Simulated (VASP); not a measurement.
# Zn17O15 (a cell with a defect) in VASP: single point with PBE

Aim: the single point of Zn17O15 (a cell with a defect) with PBE.

Program: VASP 6.6.1. These are calculated values, not measurements. Logs are shortened: lines on timing, memory, paths and dates and some standing lists are left out, and cuts for length are marked.

**1. The cell of the first run**

The cell holds a defect, 32 atoms: a = 7.932 Å, b = 7.932 Å, c = 8.629 Å, α = 117.36°, β = 117.36°, γ = 90.00°.

**2. Single point, PBE**

INCAR reads:

```
SYSTEM = Zn17O15
  PREC = Accurate
  ENCUT = 520
  EDIFF = 1E-7
  ISMEAR = 0
  SIGMA = 0.01
  LREAL = Auto
  LASPH = .TRUE.
  NELM = 80
  ALGO = Normal
  ISIF = 2
  LWAVE = .FALSE.
  LCHARG = .FALSE.
  GGA = PE
  NBANDS = 169
  NELECT = 296.0
```

KPOINTS reads:

```
Automatic mesh
0
G
  2 2 2
  0 0 0
```

POSCAR reads:

```
Zn17O15
1.0
   -5.6084659037     -5.6084659037      0.0000000000
    5.6084659037     -5.6084659037      0.0000000000
    0.0000000000      5.6084659037      6.5582403780
Zn O
17 15
Direct
    0.4291986887      0.6419865830      0.2500000000
    0.7087286809      0.8773908424      0.7699362225
    0.9504361506      0.1598081191      0.2500000000
    0.1887924584      0.3574546200      0.7300637775
    0.8208013113      0.6419865830      0.2500000000
    0.0612075416      0.8773908424      0.7699362225
    0.2995638494      0.1598081191      0.2500000000
    0.5412713191      0.3574546200      0.7300637775
   -0.0180328874      0.6167340290     -0.0360657748
    0.2680328874      0.9027998038      0.5360657748
    0.5047898880      0.2056833566      0.0095797761
    0.7452101120      0.4461035806      0.4904202239
   -0.0106401111      0.2963462295     -0.0212802222
    0.2606401111      0.5676264517      0.5212802222
    0.5043252757      0.8350792082      0.0086505513
    0.7456747243      0.0764286569      0.4913494487
    0.1250000000      0.9224029073      0.2500000000
    0.3719799501      0.1828141664      0.7439599002
    0.6250000000      0.4656266304      0.2500000000
    0.8780200499      0.6888542661      0.7560400998
    0.1250000000      0.3506849739      0.2500000000
    0.3846316751      0.5618867313      0.7692633502
    0.6250000000      0.8122400998      0.2500000000
    0.8653683249      0.0426233811      0.7307366498
    0.7944641313      0.4609174069     -0.0198702872
    0.0643344185      0.7307876941      0.5198702872
    0.3264477386      0.0200546824      0.0054218667
    0.5710258719      0.2646328158      0.4945781333
    0.1856655815      0.4609174069     -0.0198702872
    0.4555358687      0.7307876941      0.5198702872
    0.6789741281      0.0200546824      0.0054218667
    0.9235522614      0.2646328158      0.4945781333
```

Potentials or basis: VASP PAW PBE potentials, release 64 (Zn, O).

Command:

```
cat potpaw_PBE.64/Zn/POTCAR potpaw_PBE.64/O/POTCAR > POTCAR
mpirun -np 1 vasp_std > vasp.out
```

OUTCAR:

```text
SYSTEM = Zn17O15
   PREC = Accurate
   ENCUT = 520
   EDIFF = 1E-7
   ISMEAR = 0
   LREAL = Auto
   LASPH = .TRUE.
   NELM = 80
   ISIF = 2
   GGA = PE
   NELECT = 296.0

 ion  position               nearest neighbor table
   1  0.429  0.642  0.250-  29 2.00  30 2.00  23 2.06  19 2.09
   2  0.709  0.877  0.770-  30 1.94  31 1.95  20 2.01  24 2.04   6 2.80
   3  0.950  0.160  0.250-  32 2.00  31 2.00  21 2.05  17 2.34   7 2.77
   4  0.189  0.357  0.730-  29 1.94  32 1.95  18 2.01  22 2.04   8 2.80
   5  0.821  0.642  0.250-  25 2.00  26 2.00  23 2.06  19 2.09
   6  0.061  0.877  0.770-  26 1.94  27 1.95  20 2.01  24 2.04   2 2.80
   7  0.300  0.160  0.250-  28 2.00  27 2.00  21 2.05  17 2.34   3 2.77
   8  0.541  0.357  0.730-  25 1.94  28 1.95  18 2.01  22 2.04   4 2.80
   9  0.982  0.617  0.964-  20 1.95  29 2.03  25 2.03  17 2.28  13 2.60
  10  0.268  0.903  0.536-  18 1.95  26 2.03  30 2.03  17 2.28  14 2.60
  11  0.505  0.206  0.010-  19 1.93  18 1.95  27 2.02  31 2.02  15 2.94
  12  0.745  0.446  0.490-  19 1.93  20 1.95  32 2.02  28 2.02  16 2.94
  13  0.989  0.296  0.979-  21 1.89  24 1.92  25 2.02  29 2.02   9 2.60
  14  0.261  0.568  0.521-  21 1.89  22 1.92  30 2.02  26 2.02  10 2.60
  15  0.504  0.835  0.009-  23 1.95  22 1.99  31 2.04  27 2.04  11 2.94
  16  0.746  0.076  0.491-  23 1.95  24 1.99  28 2.04  32 2.04  12 2.94
  17  0.125  0.922  0.250-  10 2.28   9 2.28   3 2.34   7 2.34
  18  0.372  0.183  0.744-  11 1.95  10 1.95   4 2.01   8 2.01
  19  0.625  0.466  0.250-  12 1.93  11 1.93   1 2.09   5 2.09
  20  0.878  0.689  0.756-  12 1.95   9 1.95   2 2.01   6 2.01
  21  0.125  0.351  0.250-  13 1.89  14 1.89   3 2.05   7 2.05
  22  0.385  0.562  0.769-  14 1.92  15 1.99   8 2.04   4 2.04
[... 8 lines left out ...]
  31  0.679  0.020  0.005-   2 1.95   3 2.00  11 2.02  15 2.04
  32  0.924  0.265  0.495-   4 1.95   3 2.00  12 2.02  16 2.04

  LATTYP: Found a body centered tetragonal cell.
 ALAT       =     7.9315685451
 C/A-ratio  =     1.6537057811

  Lattice vectors:

 A1 = (  -5.6084659037,   0.0000000000,  -6.5582403780)
 A2 = (   5.6084659037,   0.0000000000,  -6.5582403780)
 A3 = (   0.0000000000,  -5.6084659037,   6.5582403780)

Analysis of symmetry for initial positions (statically):
=====================================================================
 Subroutine PRICEL returns:
 Original cell was already a primitive cell.

 Routine SETGRP: Setting up the symmetry group for a
 body centered tetragonal supercell.

 Subroutine GETGRP returns: Found  4 space group operations
 (whereof  2 operations were pure point group operations)
 out of a pool of 16 trial point group operations.

The static configuration has the point symmetry C_1h.
 The point group associated with its full space group is C_2v.

Analysis of symmetry for dynamics (positions and initial velocities):
=====================================================================
 Subroutine PRICEL returns:
 Original cell was already a primitive cell.

 Routine SETGRP: Setting up the symmetry group for a
 body centered tetragonal supercell.

 Subroutine GETGRP returns: Found  4 space group operations
 (whereof  2 operations were pure point group operations)
 out of a pool of 16 trial point group operations.

The dynamic configuration has the point symmetry C_1h.
 The point group associated with its full space group is C_2v.

 Subroutine INISYM returns: Found  4 space group operations
 (whereof  2 operations are pure point group operations),
 and found     1 'primitive' translations

----------------------------------------------------------------------------------------

                                     Primitive cell

  volume of cell :     412.5775

  direct lattice vectors                    reciprocal lattice vectors
    -5.608465904 -5.608465904  0.000000000    -0.089150939 -0.089150939  0.076239962
     5.608465904 -5.608465904  0.000000000     0.089150939 -0.089150939  0.076239962
     0.000000000  5.608465904  6.558240378     0.000000000  0.000000000  0.152479925

  length of vectors
     7.931568545  7.931568545  8.629334079     0.147337407  0.147337407  0.152479925

  position of ions in fractional coordinates (direct lattice)
     0.429198689  0.641986583  0.250000000
     0.708728681  0.877390842  0.769936223
     0.950436151  0.159808119  0.250000000
     0.188792458  0.357454620  0.730063777
     0.820801311  0.641986583  0.250000000
     0.061207542  0.877390842  0.769936223
[... 24 lines left out ...]
     0.678974128  0.020054682  0.005421867
     0.923552261  0.264632816  0.494578133

  ion indices of the primitive-cell ions
   primitive index   ion index
                 1           1
                 2           2
                 3           3
                 4           4
                 5           5
                 6           6
[... 24 lines left out ...]
                31          31
                32          32

----------------------------------------------------------------------------------------

 KPOINTS: Automatic mesh

Automatic generation of k-mesh.
 Grid dimensions read from file:
 generate k-points for:    2    2    2

 Generating k-lattice:

  Cartesian coordinates                     Fractional coordinates (reciprocal lattice)
    -0.044575469 -0.044575469  0.038119981     0.500000000  0.000000000  0.000000000
     0.044575469 -0.044575469  0.038119981     0.000000000  0.500000000  0.000000000
     0.000000000  0.000000000  0.076239962     0.000000000  0.000000000  0.500000000

  Length of vectors
     0.073668704  0.073668704  0.076239962

  Shift w.r.t. Gamma in fractional coordinates (k-lattice)
     0.000000000  0.000000000  0.000000000

 Subroutine IBZKPT returns following result:
 ===========================================

 Found      5 irreducible k-points:

 Following reciprocal coordinates:
            Coordinates               Weight
  0.000000  0.000000  0.000000      1.000000
  0.500000  0.000000  0.000000      2.000000
  0.000000  0.500000  0.500000      2.000000
  0.500000  0.500000  0.000000      2.000000
  0.000000  0.000000  0.500000      1.000000
   k-points           NKPTS =      5   k-points in BZ     NKDIM =      5   number of bands    NBANDS=    169
   number of dos      NEDOS =    301   number of ions     NIONS =     32
   total plane-waves  NPLWV = 230400
   dimension x,y,z NGX =    60 NGY =   60 NGZ =   64
   dimension x,y,z NGXF=   120 NGYF=  120 NGZF=  128
   ions per type =              17  15
   NGX,Y,Z   is equivalent  to a cutoff of  12.58, 12.58, 12.33 a.u.
   NGXF,Y,Z  is equivalent  to a cutoff of  25.15, 25.15, 24.66 a.u.
 SYSTEM =  Zn17O15
   PREC   = accura    normal or accurate (medium, high low for compatibility)
   ISTART =      0    job   : 0-new  1-cont  2-samecut
   ICHARG =      2    charge: 1-file 2-atom 10-const
   ISPIN  =      1    spin polarized calculation?
   LNONCOLLINEAR =      F non collinear calculations
   LSORBIT =      F    spin-orbit coupling
   LASPH  =      T    aspherical Exc in radial PAW
   ENCUT  =  520.0 eV  38.22 Ry    6.18 a.u.  14.75 14.75 16.04*2*pi/ulx,y,z
   NELM   =     80;   NELMIN=  2; NELMDL= -5     # of ELM steps
   EDIFF  = 0.1E-06   stopping-criterion for ELM
   LREAL  =      T    real-space projection
   EDIFFG = 0.1E-05   stopping-criterion for IOM
   NSW    =      0    number of steps for IOM
   IBRION =     -1    ionic relax: 0-MD 1-quasi-New 2-CG
   NFREE  =      0    steps in history (QN), initial steepest desc. (CG)
   ISIF   =      2    stress and relaxation
   ISYM   =      2    0-nonsym 1-usesym 2-fastsym
   POTIM  = 0.5000    time-step for ionic-motion
   TEBEG  =    0.0;   TEEND  =   0.0 temperature during run
   PSTRESS=    0.0 pullay stress
   NELECT =     296.0000    total number of electrons
   NUPDOWN=      -1.0000    fix difference up-down
   EMIN   =  10.00;   EMAX   =-10.00  energy-range for DOS
   EFERMI =   0.00;   METHOD = LEGACY
   ISMEAR =     0;   SIGMA  =   0.01  broadening in eV -4-tet -1-fermi 0-gaus
   EFERMI_NEDOS =   21; number of points for ismear=-14 and -15
   IALGO  =     38    algorithm
   IMIX   =      4    mixing-type and parameters
     AMIX     =   0.40;   BMIX     =  1.00
     AMIX_MAG =   1.60;   BMIX_MAG =  1.00
  volume/ion in A,a.u.               =      12.89        87.01
  Fermi-wavevector in a.u.,A,eV,Ry     =   1.465560  2.769507 29.223488  2.147866
  Thomas-Fermi vector in A             =   2.581402
   LORBIT       =      0    0 simple, 1 ext, 2 COOP (PROOUT), +10 PAW based schemes
   GGA     = PE    functional components
   LHFCALC =     F    Hartree Fock is set to
   AEXX    =    0.0000 exact exchange contribution
   IVDW    =     0    specifies the selected vdW correction
   LEPSILON=     F    determine dielectric tensor
   LRPA    =     F    only Hartree local field effects (RPA)
 non-spin polarized calculation
 Gauss-broadening in eV      SIGMA  =   0.01
  energy-cutoff  :      520.00
  volume of cell :      412.58
 maximum number of plane-waves:     11109
 NGX is ok and might be reduce to    60
   NGX = 29   NGY = 29   NGZ = 33

 number of electron     295.9999997 magnetization

 Free energy of the ion-electron system (eV)
  ---------------------------------------------------
  ext. energy  EPLUGINS =         0.00000000
  ---------------------------------------------------
  free energy    TOTEN  =      -125.55254323 eV

  energy without entropy =     -125.55254323  energy(sigma->0) =     -125.55254323

 E-fermi :   3.1190     XC(G=0): -10.6879

 val. band max:        3.0708724844   @ k =   0.0000   0.5000   0.5000
 cond. band min:       3.2286137804   @ k =   0.5000   0.5000   0.0000
 fundamental gap:      0.1577412960
 Fermi energy:         3.1190324010

 k-point     1 :       0.0000    0.0000    0.0000
  band No.  band energies     occupation
      1     -17.1686      2.00000
      2     -16.7725      2.00000
      3     -16.6581      2.00000
      4     -16.6398      2.00000
      5     -16.6144      2.00000
      6     -16.5594      2.00000
[... 152 lines left out ...]
    159       6.7698      0.00000
    160       6.9996      0.00000
[... 650 lines left out ...]
    159       6.5205      0.00000
    160       6.7337      0.00000
 [bands above 160 left out]

------------------------ aborting loop because EDIFF is reached ----------------------------------------

  FORCE on cell =-STRESS in cart. coord.  units (eV):
  Direction    XX          YY          ZZ          XY          YZ          ZX
  --------------------------------------------------------------------------------------
  -------------------------------------------------------------------------------------
  Total       30.3072835     30.3072835     33.1514964     -6.2268007      0.0000000      0.0000000
  in kB      117.6933974    117.6933974    128.7384348    -24.1807659      0.0000000      0.0000000
  external PRESSURE =     121.3750765 kB  Pullay stress =       0.0000000 kB

 VOLUME and BASIS-vectors are now :
 -----------------------------------------------------------------------------
  energy-cutoff  :      520.00
  volume of cell :      412.58
      direct lattice vectors                 reciprocal lattice vectors
    -5.608465904 -5.608465904  0.000000000    -0.089150939 -0.089150939  0.076239962
     5.608465904 -5.608465904  0.000000000     0.089150939 -0.089150939  0.076239962
     0.000000000  5.608465904  6.558240378     0.000000000  0.000000000  0.152479925

 POSITION                                       TOTAL-FORCE (eV/Angst)
 -----------------------------------------------------------------------------------
      1.19341     -4.60559      1.63956         0.013808     -0.006967      0.000000
      0.94594     -4.57754      5.04943        -0.002929     -0.010922      0.010716
     -4.43421     -4.82465      1.63956        -0.024485     -0.010006      0.000000
      0.94594      1.03093      4.78793        -0.002929     -0.010922     -0.010716
     -1.00288     -6.80188      1.63956         0.006967     -0.013808      0.000000
      4.57754     -0.94594      5.04943         0.010922      0.002929      0.010716
[... 24 lines left out ...]
     -3.69553     -3.89007      0.03556         0.007667      0.002215      0.015306
     -3.69553     -3.89007      3.24356         0.007667      0.002215     -0.015306
 -----------------------------------------------------------------------------------
    total drift:                                0.002192     -0.002209      0.000050

  FREE ENERGIE OF THE ION-ELECTRON SYSTEM (eV)
  ---------------------------------------------------
  free  energy   TOTEN  =      -125.5525432254 eV

  energy  without entropy=     -125.5525432254  energy(sigma->0) =     -125.55254323
```

It took 50 min on 1 thread of Intel Xeon 8259CL, shared host; peak memory 0.64 GiB.

Results:

```
Free energy   : -125.5525 eV
Largest force : 0.038 eV/Å
```

Forces in eV/Å, atoms in the order of the input:
```
Zn   0.014 -0.007  0.000
Zn  -0.003 -0.011  0.011
Zn  -0.024 -0.010  0.000
Zn  -0.003 -0.011 -0.011
Zn   0.007 -0.014  0.000
Zn   0.011  0.003  0.011
Zn   0.010  0.024  0.000
Zn   0.011  0.003 -0.011
Zn   0.009 -0.009  0.024
Zn   0.009 -0.009 -0.024
Zn   0.000  0.000  0.000
Zn   0.000  0.000  0.000
Zn   0.004 -0.004 -0.019
Zn   0.004 -0.004  0.019
Zn   0.008 -0.008 -0.018
Zn   0.008 -0.008  0.018
Zn   0.001 -0.001  0.000
O    0.001 -0.001 -0.006
O    0.027 -0.027  0.000
O    0.001 -0.001  0.006
O   -0.008  0.008  0.000
O   -0.010  0.010  0.035
O   -0.022  0.022  0.000
O   -0.010  0.010 -0.035
O   -0.003  0.024  0.012
O   -0.003  0.024 -0.012
O   -0.002 -0.008  0.015
O   -0.002 -0.008 -0.015
O   -0.024  0.003  0.012
O   -0.024  0.003 -0.012
O    0.008  0.002  0.015
O    0.008  0.002 -0.015
```

Levels at points of the mesh, in eV from the Fermi level:
| k point | band 144 | band 145 | band 146 | band 147 | band 148 | band 149 | band 150 | band 151 | band 152 | band 153 |
| --- | --- | --- | --- | --- | --- | --- | --- | --- | --- | --- |
| (0.00, 0.00, 0.00) | -2.68 | -2.64 | -2.56 | -0.87 | -0.44 | 0.30 | 0.42 | 2.33 | 2.34 | 2.49 |
| (0.50, 0.00, 0.00) | -2.88 | -2.78 | -2.61 | -0.65 | -0.22 | 0.13 | 0.77 | 1.67 | 2.06 | 2.27 |
| (0.00, 0.50, 0.50) | -2.81 | -2.80 | -2.66 | -1.00 | -0.05 | 0.45 | 0.72 | 1.40 | 2.07 | 2.34 |
| (0.50, 0.50, 0.00) | -2.84 | -2.78 | -2.53 | -0.66 | -0.20 | 0.11 | 1.07 | 1.67 | 1.69 | 2.48 |
| (0.00, 0.00, 0.50) | -2.90 | -2.84 | -2.69 | -0.64 | -0.37 | 0.36 | 0.95 | 1.61 | 1.70 | 2.44 |

Caveat: the k points lie up to 0.46 Å⁻¹ apart; the cell carries a net charge on a neutralising background, which shifts energy and pressure; the cell is charged against a uniform background, so pressure and absolute levels hang on convention.
